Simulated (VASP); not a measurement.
# Al (P-1) in VASP: settings compared

The runs below take Al through single point, with B3LYP, PBE-based screened hybrid with 25 % exact exchange.

All numbers are computed with VASP 6.6.1; they aren't measurements. Logs are shortened: lines on timing, memory, paths and dates and some standing lists are left out, and cuts for length are marked.

### Step 1. The cell of the first run

The typed cell holds 1 atom: a = 2.824 Å, b = 2.645 Å, c = 2.800 Å, α = 110.77°, β = 108.30°, γ = 109.45°.

### Step 2. Single point, B3LYP

POSCAR reads:

```
Al
1.0
   -1.5759003900      1.6569236100      1.6579838500
    1.4794763400     -1.5976414500      1.5022776300
    1.6144548200      1.6361958800     -1.5987016800
Al
1
Direct
    0.0000000000      0.0000000000      0.0000000000
```

INCAR.step1 reads:

```
ALGO     = Normal         # electronic algorithm
EDIFF    = 1E-5           # SCF threshold, eV
ENCUT    = 520            # plane-wave cutoff, eV
GGA      = PE             # functional
ISIF     = 2              # what is computed and relaxed
ISMEAR   = -1             # smearing method
LASPH    = T              # aspherical terms in the spheres
LREAL    = F              # projectors in reciprocal space
LWAVE    = T              # write WAVECAR
NBANDS   = 8              # bands
NELM     = 80             # most SCF steps
PREC     = Accurate       # precision mode
SIGMA    = 0.05           # smearing width, eV
```

INCAR.step2 reads:

```
AEXX     = 0.2            # exact-exchange fraction
AGGAC    = 0.81         
AGGAX    = 0.72         
ALDAC    = 0.19         
ALGO     = Normal         # electronic algorithm
EDIFF    = 1E-7           # SCF threshold, eV
ENCUT    = 520            # plane-wave cutoff, eV
GGA      = B3             # functional
ISIF     = 2              # what is computed and relaxed
ISMEAR   = -1             # smearing method
ISTART   = 1            
LASPH    = T              # aspherical terms in the spheres
LCHARG   = T              # write CHGCAR
LELF     = T              # ELF
LHFCALC  = T              # exact exchange
LREAL    = F              # projectors in reciprocal space
LVHAR    = T            
LWAVE    = F              # write WAVECAR
NBANDS   = 8              # bands
NELM     = 80             # most SCF steps
PREC     = Accurate       # precision mode
PRECFOCK = Normal       
SIGMA    = 0.05           # smearing width, eV
```

KPOINTS reads:

```
k-points
0
Gamma
  6 6 6
```

Potentials or basis: VASP PAW PBE potentials, release 64 (Al).

Launch:

```console
> cat potpaw_PBE.64/Al/POTCAR > POTCAR
> cp INCAR.step1 INCAR
> mpirun -np 1 vasp_std > vasp.out
> cp INCAR.step2 INCAR
> mpirun -np 1 vasp_std > vasp.out
```

OUTCAR:

```text
AEXX = 0.2
   EDIFF = 1E-7
   ENCUT = 520
   GGA = B3
   ISIF = 2
   ISMEAR = -1
   ISTART = 1
   LASPH = T
   LHFCALC = T
   LREAL = F
   NELM = 80
   PREC = Accurate
   PRECFOCK = Normal

 ion  position               nearest neighbor table
   1  0.000  0.000  0.000-

  LATTYP: Found a triclinic cell.
 ALAT       =     2.6454010133
 B/A-ratio  =     1.6944159200
 C/A-ratio  =     1.0676998823
 COS(alpha) =     0.0003266186
 COS(beta)  =     0.3329699808
 COS(gamma) =     0.8117332543

  Lattice vectors:

 A1 = (   1.4794763400,  -1.5976414500,   1.5022776300)
 A2 = (  -0.1349784800,  -3.2338373300,   3.1009793100)
 A3 = (   1.5759003900,  -1.6569236100,  -1.6579838500)

Analysis of symmetry for initial positions (statically):
=====================================================================
 Subroutine PRICEL returns:
 Original cell was already a primitive cell.

 Routine SETGRP: Setting up the symmetry group for a
 triclinic supercell.

 Subroutine GETGRP returns: Found  2 space group operations
 (whereof  2 operations were pure point group operations)
 out of a pool of  2 trial point group operations.

The static configuration has the point symmetry S_2 .

Analysis of symmetry for dynamics (positions and initial velocities):
=====================================================================
 Subroutine PRICEL returns:
 Original cell was already a primitive cell.

 Routine SETGRP: Setting up the symmetry group for a
 triclinic supercell.

 Subroutine GETGRP returns: Found  2 space group operations
 (whereof  2 operations were pure point group operations)
 out of a pool of  2 trial point group operations.

The dynamic configuration has the point symmetry S_2 .

 Subroutine INISYM returns: Found  2 space group operations
 (whereof  2 operations are pure point group operations),
 and found     1 'primitive' translations

----------------------------------------------------------------------------------------

                                     Primitive cell

  volume of cell :      16.0761

  direct lattice vectors                    reciprocal lattice vectors
    -1.575900390  1.656923610  1.657983850     0.005979769  0.297994469  0.311021997
     1.479476340 -1.597641450  1.502277630     0.333519928 -0.009787513  0.326789278
     1.614454820  1.636195880 -1.598701680     0.319605524  0.299847346  0.004126893

  length of vectors
     2.824494350  2.645401013  2.799901496     0.430779693  0.467035941  0.438261512

  position of ions in fractional coordinates (direct lattice)
     0.000000000  0.000000000  0.000000000

  ion indices of the primitive-cell ions
   primitive index   ion index
                 1           1

----------------------------------------------------------------------------------------

 KPOINTS: k-points

Automatic generation of k-mesh.
 Grid dimensions read from file:
 generate k-points for:    6    6    6

 Generating k-lattice:

  Cartesian coordinates                     Fractional coordinates (reciprocal lattice)
     0.000996628  0.049665745  0.051837000     0.166666667  0.000000000 -0.000000000
     0.055586655 -0.001631252  0.054464880     0.000000000  0.166666667 -0.000000000
     0.053267587  0.049974558  0.000687815     0.000000000 -0.000000000  0.166666667

  Length of vectors
     0.071796616  0.077839323  0.073043585

  Shift w.r.t. Gamma in fractional coordinates (k-lattice)
     0.000000000  0.000000000  0.000000000

 Subroutine IBZKPT returns following result:
 ===========================================

 Found    112 irreducible k-points:

 Following reciprocal coordinates:
            Coordinates               Weight
  0.000000  0.000000  0.000000      1.000000
  0.166667  0.000000 -0.000000      2.000000
  0.333333  0.000000  0.000000      2.000000
  0.500000 -0.000000  0.000000      1.000000
 -0.000000  0.166667  0.000000      2.000000
  0.166667  0.166667  0.000000      2.000000
[... 16 lines left out ...]
  0.333333 -0.000000  0.166667      2.000000
  0.500000  0.000000  0.166667      2.000000
 [... further k-points ...]
   k-points           NKPTS =    112   k-points in BZ     NKDIM =    216   number of bands    NBANDS=      8
   number of dos      NEDOS =    301   number of ions     NIONS =      1
   total plane-waves  NPLWV =  11520
   dimension x,y,z NGX =    24 NGY =   20 NGZ =   24
   dimension x,y,z NGXF=    48 NGYF=   40 NGZF=   48
   ions per type =               1
   NGX,Y,Z   is equivalent  to a cutoff of  14.13, 12.57, 14.25 a.u.
   NGXF,Y,Z  is equivalent  to a cutoff of  28.25, 25.14, 28.50 a.u.
 SYSTEM =  unknown system
   PREC   = accura    normal or accurate (medium, high low for compatibility)
   ISTART =      1    job   : 0-new  1-cont  2-samecut
   ICHARG =      0    charge: 1-file 2-atom 10-const
   ISPIN  =      1    spin polarized calculation?
   LNONCOLLINEAR =      F non collinear calculations
   LSORBIT =      F    spin-orbit coupling
   LASPH  =      T    aspherical Exc in radial PAW
   ENCUT  =  520.0 eV  38.22 Ry    6.18 a.u.   5.25  4.92  5.21*2*pi/ulx,y,z
   NELM   =     80;   NELMIN=  2; NELMDL=  0     # of ELM steps
   EDIFF  = 0.1E-06   stopping-criterion for ELM
   LREAL  =      F    real-space projection
   EDIFFG = 0.1E-05   stopping-criterion for IOM
   NSW    =      0    number of steps for IOM
   IBRION =     -1    ionic relax: 0-MD 1-quasi-New 2-CG
   NFREE  =      0    steps in history (QN), initial steepest desc. (CG)
   ISIF   =      2    stress and relaxation
   ISYM   =      3    0-nonsym 1-usesym 2-fastsym
   POTIM  = 0.5000    time-step for ionic-motion
   TEBEG  =    0.0;   TEEND  =   0.0 temperature during run
   PSTRESS=    0.0 pullay stress
   NELECT =       3.0000    total number of electrons
   NUPDOWN=      -1.0000    fix difference up-down
   EMIN   =  10.00;   EMAX   =-10.00  energy-range for DOS
   EFERMI =   0.00;   METHOD = LEGACY
   ISMEAR =    -1;   SIGMA  =   0.05  broadening in eV -4-tet -1-fermi 0-gaus
   EFERMI_NEDOS =   21; number of points for ismear=-14 and -15
   IALGO  =     38    algorithm
   IMIX   =      1    mixing-type and parameters
     AMIX     =   0.40;   BMIX     =  1.00
     AMIX_MAG =   1.60;   BMIX_MAG =  1.00
  volume/ion in A,a.u.               =      16.08       108.49
  Fermi-wavevector in a.u.,A,eV,Ry     =   0.935523  1.767883 11.907874  0.875204
  Thomas-Fermi vector in A             =   2.062440
   LORBIT       =      0    0 simple, 1 ext, 2 COOP (PROOUT), +10 PAW based schemes
   GGA     = B3    functional components
   LHFCALC =     T    Hartree Fock is set to
   PRECFOCK=normal    Normal, Fast or Accurate (Low or Medium for compatibility)
   ENCUT4O =  -1.0   cutoff for four orbital integrals eV
   NKREDX  =     1    reduce k-point grid by
   NKREDY  =     1    reduce k-point grid by
   NKREDZ  =     1    reduce k-point grid by
   AEXX    =    0.2000 exact exchange contribution
   HFSCREEN=    0.0000 screening length (either q_TF or 0.3 A-1)
   HFSCREENC=   0.0000 screening length for correlation (either q_TF or 0.3 A-1)
   ENCUTFOCK=  -1.0 apply spherical cutoff to Coloumb kernel
   IVDW    =     0    specifies the selected vdW correction
   LEPSILON=     F    determine dielectric tensor
   LRPA    =     F    only Hartree local field effects (RPA)
 non-spin polarized calculation
  energy-cutoff  :      520.00
  volume of cell :       16.08
 maximum number of plane-waves:       444
 NGX is ok and might be reduce to    24
  NGX = 16; NGY = 16; NGZ = 16

 number of electron       3.0000000 magnetization

 Free energy of the ion-electron system (eV)
  ---------------------------------------------------
  ext. energy  EPLUGINS =         0.00000000
  ---------------------------------------------------
  free energy    TOTEN  =        -3.24415548 eV

  energy without entropy =       -3.24347187  energy(sigma->0) =       -3.24381368

 E-fermi :   8.3749     XC(G=0):  -8.2176

 val. band max:        8.3747579012   @ k =  -0.3333   0.5000   0.1667
 cond. band min:       8.6969667292   @ k =  -0.1667   0.5000   0.3333
 fundamental gap:      0.3222088279
 Fermi energy:         8.3749015595

 k-point     1 :       0.0000    0.0000    0.0000
  band No.  band energies     occupation
      1      -4.3736      2.00000
      2      22.1637      0.00000
      3      23.0680      0.00000
      4      23.5415      0.00000
      5      23.5903      0.00000
      6      24.0436      0.00000
      7      25.5980      0.00000
      8      25.9256      0.00000

 k-point     2 :       0.1667    0.0000   -0.0000
  band No.  band energies     occupation
      1      -3.5396      2.00000
      2      16.0814      0.00000
      3      20.5914      0.00000
      4      21.0995      0.00000
      5      23.5536      0.00000
      6      24.9198      0.00000
      7      26.4301      0.00000
      8      27.3044      0.00000

 k-point     3 :       0.3333    0.0000    0.0000
  band No.  band energies     occupation
      1      -1.0477      2.00000
      2       9.3162      0.00000
      3      18.7092      0.00000
      4      19.0539      0.00000
      5      21.9512      0.00000
      6      23.0819      0.00000
      7      28.5025      0.00000
      8      29.6875      0.00000

 k-point     4 :       0.5000   -0.0000    0.0000
  band No.  band energies     occupation
      1       3.0484      2.00000
      2       3.1622      2.00000
      3      18.0828      0.00000
      4      18.3240      0.00000
      5      21.3989      0.00000
      6      22.3528      0.00000
      7      30.5358      0.00000
      8      32.2745      0.00000

 k-point     5 :      -0.0000    0.1667    0.0000
  band No.  band energies     occupation
      1      -3.3948      2.00000
      2      18.9771      0.00000
      3      19.4700      0.00000
      4      20.3371      0.00000
      5      21.8929      0.00000
      6      23.1651      0.00000
      7      26.0901      0.00000
      8      26.3121      0.00000
[... 177 lines left out ...]
 k-point    22 :       0.1667   -0.0000    0.1667
  band No.  band energies     occupation
      1      -1.8568      2.00000
      2      13.1915      0.00000
      3      13.8859      0.00000
      4      21.0044      0.00000
      5      24.5987      0.00000
      6      25.0554      0.00000
      7      27.1769      0.00000
      8      27.9338      0.00000

 k-point    23 :       0.3333   -0.0000    0.1667
  band No.  band energies     occupation
      1       1.4415      2.00000
      2       6.4829      2.00000
      3      12.3845      0.00000
      4      19.4302      0.00000
      5      24.3982      0.00000
      6      25.6995      0.00000
      7      28.4489      0.00000
      8      29.9886      0.00000

 k-point    24 :       0.5000    0.0000    0.1667
  band No.  band energies     occupation
      1       1.4862      2.00000
      2       6.4058      2.00000
      3      12.4038      0.00000
      4      19.0732      0.00000
      5      24.7424      0.00000
      6      25.1626      0.00000
      7      27.5957      0.00000
      8      31.4540      0.00000

 [... further k-points ...]

------------------------ aborting loop because EDIFF is reached ----------------------------------------

  FORCE on cell =-STRESS in cart. coord.  units (eV):
  Direction    XX          YY          ZZ          XY          YZ          ZX
  --------------------------------------------------------------------------------------
  -------------------------------------------------------------------------------------
  Total        0.7275102      1.1290300      0.2825133     -0.2132219     -0.3326824      0.6445418
  in kB       72.5049946    112.5211876     28.1557861    -21.2500862    -33.1557286     64.2362133
  external PRESSURE =      71.0606561 kB  Pullay stress =       0.0000000 kB

 VOLUME and BASIS-vectors are now :
 -----------------------------------------------------------------------------
  energy-cutoff  :      520.00
  volume of cell :       16.08
      direct lattice vectors                 reciprocal lattice vectors
    -1.575900390  1.656923610  1.657983850     0.005979769  0.297994469  0.311021997
     1.479476340 -1.597641450  1.502277630     0.333519928 -0.009787513  0.326789278
     1.614454820  1.636195880 -1.598701680     0.319605524  0.299847346  0.004126893

 POSITION                                       TOTAL-FORCE (eV/Angst)
 -----------------------------------------------------------------------------------
      0.00000      0.00000      0.00000         0.000000      0.000000     -0.000000
 -----------------------------------------------------------------------------------
    total drift:                                0.000000      0.000000      0.000000

  FREE ENERGIE OF THE ION-ELECTRON SYSTEM (eV)
  ---------------------------------------------------
  free  energy   TOTEN  =        -3.2441554795 eV

  energy  without entropy=       -3.2434718714  energy(sigma->0) =       -3.24381368
```

It took 8.7 min on 1 thread of AMD EPYC 7R43 (Zen 3), shared host; peak memory 0.11 GiB.

Results:

| Item | Value |
| --- | --- |
| Free energy | -3.2442 eV |
| Pressure | 7.1 GPa |
| Band gap on the k mesh | zero (an odd number of electrons rules out a gap without spin polarisation) |

Stress tensor (GPa, compression positive):
```
 7.25 -2.13  6.42
-2.13 11.25 -3.32
 6.42 -3.32  2.82
```

Levels at points of the mesh, in eV from the Fermi level:
```csv
k point,band 1,band 2,band 3,band 4,band 5
"(0.00, 0.00, 0.00)",-12.75,13.79,14.69,15.17,15.22
"(0.50, 0.00, 0.00)",-5.33,-5.21,9.71,9.95,13.02
"(0.00, 0.50, 0.00)",-4.50,-3.38,8.09,8.63,10.19
"(0.50, 0.50, 0.00)",-4.96,-4.30,9.27,9.64,11.52
"(0.00, 0.00, 0.50)",-5.19,-4.86,9.01,9.38,12.57
"(0.50, 0.00, 0.50)",-5.14,-4.82,8.85,8.94,11.34
"(0.00, 0.50, 0.50)",-5.01,-4.39,9.52,10.06,12.07
"(0.50, 0.50, 0.50)",2.71,3.86,4.44,4.66,5.19
```

Caveat: the k points lie up to 0.47 Å⁻¹ apart, too coarse for converged energies and pressures of a metal; the PAW data sets were made with another functional, which shifts forces and pressure a little.

(Continued in part 2 of 2.)
